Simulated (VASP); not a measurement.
A run of VASP 6.6.1 is set up as follows.

Contents of INCAR:

```
PREC = Accurate ; ENCUT = 520
EDIFF = 1E-6 ; ISMEAR = 0
SIGMA = 0.05 ; LREAL = Auto
LASPH = T ; NELM = 100
ALGO = Normal ; ISIF = 2
LWAVE = F ; LCHARG = F
GGA = PE ; NBANDS = 42
```

KPOINTS

```
regular mesh
0
Gamma
  2 3 1
```

Contents of POSCAR:

```
Al18H
1.0
   12.1500000000      0.0000000000      0.0000000000
    0.0000000000      5.7275650000      0.0000000000
    0.0000000000      0.0000000000     14.8637820000
Al H
18 1
Direct
    0.0000000000      0.0000000000      0.0672776283
    0.3333333333      0.0000000000      0.0672776283
    0.6666666667      0.0000000000      0.0672776283
    0.0000000000      0.5000000873      0.0672776283
    0.3333333333      0.5000000873      0.0672776283
    0.6666666667      0.5000000873      0.0672776283
    0.1665849383      0.2500072893      0.1619800398
    0.4969718519      0.2499725451      0.1602143385
    0.8365011523      0.2500298120      0.1595488282
    0.1665734979      0.7500045831      0.1612724810
    0.4981503704      0.7499459194      0.1568391544
    0.8352237860      0.7500044085      0.1563830121
   -0.0037256790     -0.0020553237      0.2571862262
    0.3366325103     -0.0019489958      0.2571430340
    0.6671689712      0.0147867375      0.2563765400
   -0.0036988477      0.5019492577      0.2572010946
    0.3365991770      0.5019880176      0.2571366426
    0.6672090535      0.4854097684      0.2564012981
    0.6670795885      0.7501716698      0.3229738569
```

Potentials or basis: VASP PAW PBE potentials, release 64 (Al, H).

Launch:

```console
$ cat potpaw_PBE.64/Al/POTCAR potpaw_PBE.64/H/POTCAR > POTCAR
$ mpirun -np 1 vasp_std > vasp.out
```

Task: Estimate the largest force.

Result: 0.201 eV/Å.

Forces on the atoms (eV/Å):
```
Al   0.079  0.001 -0.034
Al  -0.071  0.004 -0.027
Al  -0.006  0.190  0.065
Al   0.080 -0.001 -0.034
Al  -0.072 -0.004 -0.028
Al  -0.006 -0.190  0.065
Al  -0.002  0.000  0.002
Al   0.005  0.001 -0.002
Al  -0.006  0.000  0.000
Al   0.000  0.000  0.004
Al   0.006  0.000  0.006
Al  -0.006  0.000  0.007
Al   0.004 -0.001 -0.003
Al  -0.002 -0.003 -0.002
Al  -0.001 -0.004 -0.004
Al   0.003  0.003 -0.003
Al  -0.001  0.002 -0.001
Al  -0.002  0.003 -0.005
H   -0.002  0.000 -0.004
```

Caveat: the k points lie up to 0.37 Å⁻¹ apart.
